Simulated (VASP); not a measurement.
# TiC in VASP: notebook

Runs on TiC. Level: PBE. Tasks: single point.

Program: VASP 6.6.1. These are calculated values, not measurements. Logs are shortened: lines on timing, memory, paths and dates and some standing lists are left out, and cuts for length are marked.

## (1) The cell of the first run

It takes space group Fm-3m (No. 225, cubic). Conventional cell: a = 4.435 Å, b = 4.435 Å, c = 4.435 Å, α = 90.00°, β = 90.00°, γ = 90.00°. Ti (site symmetry m-3m) has 6 C at 2.22 Å within 2.9 Å. C (site symmetry m-3m) has 6 Ti at 2.22 Å within 2.9 Å.

## (2) Single point, PBE (strained)

The input, INCAR:

```
SYSTEM = TiC
PREC     = Accurate       ! precision mode
ENCUT    = 520            ! plane-wave cutoff, eV
EDIFF    = 1E-7           ! SCF threshold, eV
ISMEAR   = 0              ! smearing method
SIGMA    = 0.1            ! smearing width, eV
LREAL    = .FALSE.        ! projectors in reciprocal space
LASPH    = .TRUE.         ! aspherical terms in the spheres
NELM     = 100            ! most SCF steps
ALGO     = Normal         ! electronic algorithm
ISIF     = 2              ! what is computed and relaxed
LWAVE    = .FALSE.        ! write WAVECAR
LCHARG   = .FALSE.        ! write CHGCAR
GGA      = PE             ! functional
NBANDS   = 15             ! bands
```

The input, KPOINTS:

```
regular mesh
0
G
  16 16 16
  0 0 0
```

The input, POSCAR:

```
TiC
1.0
    0.0000000000      2.2176455600      2.2176455600
    2.2176455600      0.0000000000      2.2176455600
    2.2176455600      2.2176455600      0.0000000000
Ti C
1 1
Direct
    0.0000000000      0.0000000000      0.0000000000
    0.5000000000      0.5000000000      0.5000000000
```

Potentials or basis: VASP PAW PBE potentials, release 64 (Ti_sv, C).

Started as:

```bash
$ cat potpaw_PBE.64/Ti_sv/POTCAR potpaw_PBE.64/C/POTCAR > POTCAR
$ mpirun -np 1 vasp_std > vasp.out
```

OUTCAR:

```text
SYSTEM = TiC
   PREC = Accurate
   ENCUT = 520
   EDIFF = 1E-7
   ISMEAR = 0
   LREAL = .FALSE.
   LASPH = .TRUE.
   NELM = 100
   ISIF = 2
   GGA = PE

 ion  position               nearest neighbor table
   1  0.000  0.000  0.000-   2 2.22   2 2.22   2 2.22   2 2.22   2 2.22   2 2.22
   2  0.500  0.500  0.500-   1 2.22   1 2.22   1 2.22   1 2.22   1 2.22   1 2.22

  LATTYP: Found a face centered cubic cell.
 ALAT       =     4.4352911200

  Lattice vectors:

 A1 = (   0.0000000000,   2.2176455600,   2.2176455600)
 A2 = (   2.2176455600,   0.0000000000,   2.2176455600)
 A3 = (   2.2176455600,   2.2176455600,   0.0000000000)

Analysis of symmetry for initial positions (statically):
=====================================================================
 Subroutine PRICEL returns:
 Original cell was already a primitive cell.

 Routine SETGRP: Setting up the symmetry group for a
 face centered cubic supercell.

 Subroutine GETGRP returns: Found 48 space group operations
 (whereof 48 operations were pure point group operations)
 out of a pool of 48 trial point group operations.

The static configuration has the point symmetry O_h .

Analysis of symmetry for dynamics (positions and initial velocities):
=====================================================================
 Subroutine PRICEL returns:
 Original cell was already a primitive cell.

 Routine SETGRP: Setting up the symmetry group for a
 face centered cubic supercell.

 Subroutine GETGRP returns: Found 48 space group operations
 (whereof 48 operations were pure point group operations)
 out of a pool of 48 trial point group operations.

The dynamic configuration has the point symmetry O_h .

 Subroutine INISYM returns: Found 48 space group operations
 (whereof 48 operations are pure point group operations),
 and found     1 'primitive' translations

----------------------------------------------------------------------------------------

                                     Primitive cell

  volume of cell :      21.8125

  direct lattice vectors                    reciprocal lattice vectors
     0.000000000  2.217645560  2.217645560    -0.225464343  0.225464343  0.225464343
     2.217645560  0.000000000  2.217645560     0.225464343 -0.225464343  0.225464343
     2.217645560  2.217645560  0.000000000     0.225464343  0.225464343 -0.225464343

  length of vectors
     3.136224427  3.136224427  3.136224427     0.390515698  0.390515698  0.390515698

  position of ions in fractional coordinates (direct lattice)
     0.000000000  0.000000000  0.000000000
     0.500000000  0.500000000  0.500000000

  ion indices of the primitive-cell ions
   primitive index   ion index
                 1           1
                 2           2

----------------------------------------------------------------------------------------

 KPOINTS: regular mesh

Automatic generation of k-mesh.
 Grid dimensions read from file:
 generate k-points for:   16   16   16

 Generating k-lattice:

  Cartesian coordinates                     Fractional coordinates (reciprocal lattice)
    -0.014091521  0.014091521  0.014091521     0.062500000  0.000000000  0.000000000
     0.014091521 -0.014091521  0.014091521     0.000000000  0.062500000  0.000000000
     0.014091521  0.014091521 -0.014091521     0.000000000  0.000000000  0.062500000

  Length of vectors
     0.024407231  0.024407231  0.024407231

  Shift w.r.t. Gamma in fractional coordinates (k-lattice)
     0.000000000  0.000000000  0.000000000

 Subroutine IBZKPT returns following result:
 ===========================================

 Found    145 irreducible k-points:

 Following reciprocal coordinates:
            Coordinates               Weight
  0.000000  0.000000  0.000000      1.000000
  0.062500  0.000000  0.000000      8.000000
  0.125000  0.000000  0.000000      8.000000
  0.187500  0.000000  0.000000      8.000000
  0.250000  0.000000  0.000000      8.000000
  0.312500  0.000000  0.000000      8.000000
[... 16 lines left out ...]
 -0.125000  0.062500  0.000000     24.000000
 -0.062500  0.062500  0.000000     12.000000
 [... further k-points ...]
   k-points           NKPTS =    145   k-points in BZ     NKDIM =    145   number of bands    NBANDS=     15
   number of dos      NEDOS =    301   number of ions     NIONS =      2
   total plane-waves  NPLWV =  13824
   dimension x,y,z NGX =    24 NGY =   24 NGZ =   24
   dimension x,y,z NGXF=    48 NGYF=   48 NGZF=   48
   ions per type =               1   1
   NGX,Y,Z   is equivalent  to a cutoff of  12.72, 12.72, 12.72 a.u.
   NGXF,Y,Z  is equivalent  to a cutoff of  25.44, 25.44, 25.44 a.u.
 SYSTEM =  TiC
   PREC   = accura    normal or accurate (medium, high low for compatibility)
   ISTART =      0    job   : 0-new  1-cont  2-samecut
   ICHARG =      2    charge: 1-file 2-atom 10-const
   ISPIN  =      1    spin polarized calculation?
   LNONCOLLINEAR =      F non collinear calculations
   LSORBIT =      F    spin-orbit coupling
   LASPH  =      T    aspherical Exc in radial PAW
   ENCUT  =  520.0 eV  38.22 Ry    6.18 a.u.   5.83  5.83  5.83*2*pi/ulx,y,z
   NELM   =    100;   NELMIN=  2; NELMDL= -5     # of ELM steps
   EDIFF  = 0.1E-06   stopping-criterion for ELM
   LREAL  =      F    real-space projection
   EDIFFG = 0.1E-05   stopping-criterion for IOM
   NSW    =      0    number of steps for IOM
   IBRION =     -1    ionic relax: 0-MD 1-quasi-New 2-CG
   NFREE  =      0    steps in history (QN), initial steepest desc. (CG)
   ISIF   =      2    stress and relaxation
   ISYM   =      2    0-nonsym 1-usesym 2-fastsym
   POTIM  = 0.5000    time-step for ionic-motion
   TEBEG  =    0.0;   TEEND  =   0.0 temperature during run
   PSTRESS=    0.0 pullay stress
   NELECT =      16.0000    total number of electrons
   NUPDOWN=      -1.0000    fix difference up-down
   EMIN   =  10.00;   EMAX   =-10.00  energy-range for DOS
   EFERMI =   0.00;   METHOD = LEGACY
   ISMEAR =     0;   SIGMA  =   0.10  broadening in eV -4-tet -1-fermi 0-gaus
   EFERMI_NEDOS =   21; number of points for ismear=-14 and -15
   IALGO  =     38    algorithm
   IMIX   =      4    mixing-type and parameters
     AMIX     =   0.40;   BMIX     =  1.00
     AMIX_MAG =   1.60;   BMIX_MAG =  1.00
  volume/ion in A,a.u.               =      10.91        73.60
  Fermi-wavevector in a.u.,A,eV,Ry     =   1.476429  2.790047 29.658576  2.179844
  Thomas-Fermi vector in A             =   2.590957
   LORBIT       =      0    0 simple, 1 ext, 2 COOP (PROOUT), +10 PAW based schemes
   GGA     = PE    functional components
   LHFCALC =     F    Hartree Fock is set to
   AEXX    =    0.0000 exact exchange contribution
   IVDW    =     0    specifies the selected vdW correction
   LEPSILON=     F    determine dielectric tensor
   LRPA    =     F    only Hartree local field effects (RPA)
 non-spin polarized calculation
 Gauss-broadening in eV      SIGMA  =   0.10
  energy-cutoff  :      520.00
  volume of cell :       21.81
 maximum number of plane-waves:       609
   NGX = 11   NGY = 11   NGZ = 11

 number of electron      16.0000001 magnetization

 Free energy of the ion-electron system (eV)
  ---------------------------------------------------
  ext. energy  EPLUGINS =         0.00000000
  ---------------------------------------------------
  free energy    TOTEN  =       -18.63809191 eV

  energy without entropy =      -18.63593267  energy(sigma->0) =      -18.63701229

 E-fermi :   8.5941     XC(G=0): -12.3338

 val. band max:        8.5927367299   @ k =   0.4375   0.3750   0.0000
 cond. band min:       8.5989339698   @ k =  -0.0625   0.0625   0.0000
 fundamental gap:      0.0061972399
 Fermi energy:         8.5941312957

 k-point     1 :       0.0000    0.0000    0.0000
  band No.  band energies     occupation
      1     -48.1983      2.00000
      2     -24.2538      2.00000
      3     -24.2538      2.00000
      4     -24.2538      2.00000
      5      -3.4625      2.00000
      6       9.2598      0.00000
      7       9.2598      0.00000
      8       9.2598      0.00000
      9      10.1593      0.00000
     10      10.1593      0.00000
     11      10.1871      0.00000
     12      10.1871      0.00000
     13      10.1871      0.00000
     14      18.0655      0.00000
     15      22.3455      0.00000

 k-point     2 :       0.0625    0.0000    0.0000
  band No.  band energies     occupation
      1     -48.1963      2.00000
      2     -24.2686      2.00000
      3     -24.2552      2.00000
      4     -24.2552      2.00000
      5      -3.3815      2.00000
      6       8.8490      0.00031
      7       9.0638      0.00000
      8       9.0638      0.00000
      9       9.5562      0.00000
     10       9.5562      0.00000
     11      10.3922      0.00000
     12      11.1018      0.00000
     13      11.1018      0.00000
     14      18.2327      0.00000
     15      22.3461      0.00000

 k-point     3 :       0.1250    0.0000    0.0000
  band No.  band energies     occupation
      1     -48.1906      2.00000
      2     -24.3106      2.00000
      3     -24.2593      2.00000
      4     -24.2593      2.00000
      5      -3.1437      2.00000
      6       8.0192      2.00000
      7       8.3469      1.99953
      8       8.3469      1.99953
      9       9.6313      0.00000
     10       9.6313      0.00000
     11      10.6743      0.00000
     12      12.0791      0.00000
     13      12.0791      0.00000
     14      18.6433      0.00000
     15      22.2697      0.00000
[... 343 lines left out ...]
 k-point    23 :      -0.1250    0.0625    0.0000
  band No.  band energies     occupation
      1     -48.1865      2.00000
      2     -24.3352      2.00000
      3     -24.2733      2.00000
      4     -24.2575      2.00000
      5      -2.9663      2.00000
      6       7.5466      2.00000
      7       7.8705      2.00000
      8       8.0748      2.00000
      9       9.5362      0.00000
     10      10.0225      0.00000
     11      10.9653      0.00000
     12      11.9189      0.00000
     13      12.9687      0.00000
     14      18.9222      0.00000
     15      22.1966      0.00000

 k-point    24 :      -0.0625    0.0625    0.0000
  band No.  band energies     occupation
      1     -48.1931      2.00000
      2     -24.2891      2.00000
      3     -24.2637      2.00000
      4     -24.2548      2.00000
      5      -3.2492      2.00000
      6       8.4001      1.99393
      7       8.5774      1.18707
      8       8.5989      0.94585
      9       9.3598      0.00000
     10       9.8704      0.00000
     11      10.7247      0.00000
     12      11.1945      0.00000
     13      12.0091      0.00000
     14      18.4897      0.00000
     15      22.3261      0.00000

 [... further k-points ...]

------------------------ aborting loop because EDIFF is reached ----------------------------------------

  FORCE on cell =-STRESS in cart. coord.  units (eV):
  Direction    XX          YY          ZZ          XY          YZ          ZX
  --------------------------------------------------------------------------------------
  -------------------------------------------------------------------------------------
  Total       -2.0387139     -2.0387139     -2.0387139      0.0000000     -0.0000000      0.0000000
  in kB     -149.7478020   -149.7478020   -149.7478020      0.0000000     -0.0000000      0.0000000
  external PRESSURE =    -149.7478020 kB  Pullay stress =       0.0000000 kB

 VOLUME and BASIS-vectors are now :
 -----------------------------------------------------------------------------
  energy-cutoff  :      520.00
  volume of cell :       21.81
      direct lattice vectors                 reciprocal lattice vectors
     0.000000000  2.217645560  2.217645560    -0.225464343  0.225464343  0.225464343
     2.217645560  0.000000000  2.217645560     0.225464343 -0.225464343  0.225464343
     2.217645560  2.217645560  0.000000000     0.225464343  0.225464343 -0.225464343

 POSITION                                       TOTAL-FORCE (eV/Angst)
 -----------------------------------------------------------------------------------
      0.00000      0.00000      0.00000         0.000000     -0.000000      0.000000
      2.21765      2.21765      2.21765        -0.000000      0.000000     -0.000000
 -----------------------------------------------------------------------------------
    total drift:                                0.000000     -0.000000     -0.000000

  FREE ENERGIE OF THE ION-ELECTRON SYSTEM (eV)
  ---------------------------------------------------
  free  energy   TOTEN  =       -18.6380919131 eV

  energy  without entropy=      -18.6359326658  energy(sigma->0) =      -18.63701229
```

It took 20 s on 1 thread of Intel Xeon 6975P-C (Granite Rapids), shared host; peak memory 0.17 GiB.

Results:

```yaml
Free_energy: -18.6381 eV
Pressure: -15.0 GPa
Band_gap_on_the_k_mesh: zero (bands 8 and 9 overlap by 1.05 eV)
```

Caveat: the cell differs from its parent crystal (strained); the cell stands under tension.

## (3) Single point, PBE (one atom moved)

The input, INCAR:

```
SYSTEM = TiC
PREC = Accurate
ENCUT = 520
EDIFF = 1E-7
ISMEAR = 0
SIGMA = 0.1
LREAL = .FALSE.
LASPH = .TRUE.
NELM = 80
ALGO = Normal
ISIF = 2
LWAVE = .FALSE.
LCHARG = .TRUE.
GGA = PE
LELF = .TRUE.
LVHAR = .TRUE.
NBANDS = 15
```

The input, KPOINTS:

```
Automatic mesh
0
G
  14 14 14
  0 0 0
```

The input, POSCAR:

```
TiC
1.0
    0.0000000000      2.1640000000      2.1640000000
    2.1640000000      0.0000000000      2.1640000000
    2.1640000000      2.1640000000      0.0000000000
Ti C
1 1
Direct
    0.0000000000      0.0000000000      0.0000000000
    0.5207948244      0.5207948244      0.4792051756
```

Potentials or basis: VASP PAW PBE potentials, release 64 (Ti_sv, C).

Started as:

```bash
$ cat potpaw_PBE.64/Ti_sv/POTCAR potpaw_PBE.64/C/POTCAR > POTCAR
$ mpirun -np 1 vasp_std > vasp.out
```

OUTCAR:

```text
SYSTEM = TiC
   PREC = Accurate
   ENCUT = 520
   EDIFF = 1E-7
   ISMEAR = 0
   LREAL = .FALSE.
   LASPH = .TRUE.
   NELM = 80
   ISIF = 2
   GGA = PE

 ion  position               nearest neighbor table
   1  0.000  0.000  0.000-   2 2.07   2 2.17   2 2.17   2 2.17   2 2.17   2 2.25
   2  0.521  0.521  0.479-   1 2.07   1 2.17   1 2.17   1 2.17   1 2.17   1 2.25

  LATTYP: Found a face centered cubic cell.
 ALAT       =     4.3280000000

  Lattice vectors:

 A1 = (   0.0000000000,   2.1640000000,   2.1640000000)
 A2 = (   2.1640000000,   0.0000000000,   2.1640000000)
 A3 = (   2.1640000000,   2.1640000000,   0.0000000000)

Analysis of symmetry for initial positions (statically):
=====================================================================
 Subroutine PRICEL returns:
 Original cell was already a primitive cell.

 Routine SETGRP: Setting up the symmetry group for a
 face centered cubic supercell.

 Subroutine GETGRP returns: Found  8 space group operations
 (whereof  8 operations were pure point group operations)
 out of a pool of 48 trial point group operations.

The static configuration has the point symmetry C_4v.

Analysis of symmetry for dynamics (positions and initial velocities):
[... 179 lines left out ...]
     12      11.3908      0.00000
     13      11.9672      0.00000
     14      19.9210      0.00000
[... 401 lines left out ...]
      2     -23.6457      2.00000
      3     -23.2332      2.00000
      4     -23.2120      2.00000
      5       0.3330      2.00000
      6       3.8869      2.00000
      7       6.5744      2.00000
      8       6.6506      2.00000
      9      12.2083      0.00000
     10      12.3254      0.00000
     11      13.4252      0.00000
     12      16.8529      0.00000
     13      17.3408      0.00000
     14      18.6343      0.00000
     15      24.2483      0.00000

 [... further k-points ...]

------------------------ aborting loop because EDIFF is reached ----------------------------------------

  FORCE on cell =-STRESS in cart. coord.  units (eV):
  Direction    XX          YY          ZZ          XY          YZ          ZX
  --------------------------------------------------------------------------------------
  -------------------------------------------------------------------------------------
  Total        0.1639042      0.1639042      0.4441347      0.0000000      0.0000000      0.0000000
  in kB       12.9568341     12.9568341     35.1094093      0.0000000      0.0000000      0.0000000
  external PRESSURE =      20.3410259 kB  Pullay stress =       0.0000000 kB

 VOLUME and BASIS-vectors are now :
 -----------------------------------------------------------------------------
  energy-cutoff  :      520.00
  volume of cell :       20.27
      direct lattice vectors                 reciprocal lattice vectors
     0.000000000  2.164000000  2.164000000    -0.231053604  0.231053604  0.231053604
     2.164000000  0.000000000  2.164000000     0.231053604 -0.231053604  0.231053604
     2.164000000  2.164000000  0.000000000     0.231053604  0.231053604 -0.231053604

 POSITION                                       TOTAL-FORCE (eV/Angst)
 -----------------------------------------------------------------------------------
      0.00000      0.00000      0.00000         0.000000      0.000000      0.820535
      2.16400      2.16400      2.25400         0.000000      0.000000     -0.820535
 -----------------------------------------------------------------------------------
    total drift:                                0.000000      0.000000     -0.000004

  FREE ENERGIE OF THE ION-ELECTRON SYSTEM (eV)
  ---------------------------------------------------
  free  energy   TOTEN  =       -18.6719758401 eV

  energy  without entropy=      -18.6705957302  energy(sigma->0) =      -18.67128579
```

It took 39 s on 1 thread of Intel Xeon 6975P-C (Granite Rapids), shared host; peak memory 0.2 GiB.

Results:

```
Free energy            : -18.6720 eV
Pressure               : 2.0 GPa
Largest force          : 0.821 eV/Å
Band gap on the k mesh : zero (bands 8 and 9 overlap by 1.13 eV)
```

Forces in eV/Å, atoms in the order of the input:
```
Ti   0.000  0.000  0.821
C    0.000  0.000 -0.821
```

Caveat: the cell differs from its parent crystal (one atom moved).
